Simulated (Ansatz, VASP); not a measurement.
# HfB2 in VASP and in Ansatz

```
Hf B
1.0
     3.14000    0.00000    0.00000
    -1.57000    2.71932    0.00000
     0.00000    0.00000    3.48000
Hf B
1 2
Direct
  0.00407 0.99622 0.99703
  0.67352 0.34355 0.49131
  0.31739 0.67513 0.48455
```

Change from the starting cell: atoms moved at random, drawn with an rms of 0.05 Å.

Alike in both runs: task single point; functional PBEsol; k mesh 10 × 10 × 8; occupations fermi-dirac, width 0.05 eV; no spin polarisation.

|  | VASP | Ansatz |
| --- | --- | --- |
| version | VASP 6.6.1 | Ansatz 0.2.0 |
| potentials or method | VASP PAW PBE potentials, release 64 (Hf_pv, B), cutoff 520 eV | all-electron LAPW, scalar-relativistic |

```tsv
	VASP	Ansatz	Ansatz less VASP
gap on the k mesh at the Fermi level (eV)	none	none	-
pressure (GPa)	-3.6	-3.5	+0.17
traceless stress, the component that is largest in VASP (GPa)	-0.66	-0.77	-0.118
rms of the force components (eV/Å)	0.600	0.595	-0.0053
```

VASP's potentials were made for PBE, not for PBEsol. Atom by atom the forces differ by 0.006 eV/Å (rms over components). A gap of «none» marks a metal or a gap that the smearing closes. Ansatz ran all-electron here, and VASP with PAW potentials.

Neither program's run includes spin-orbit coupling.
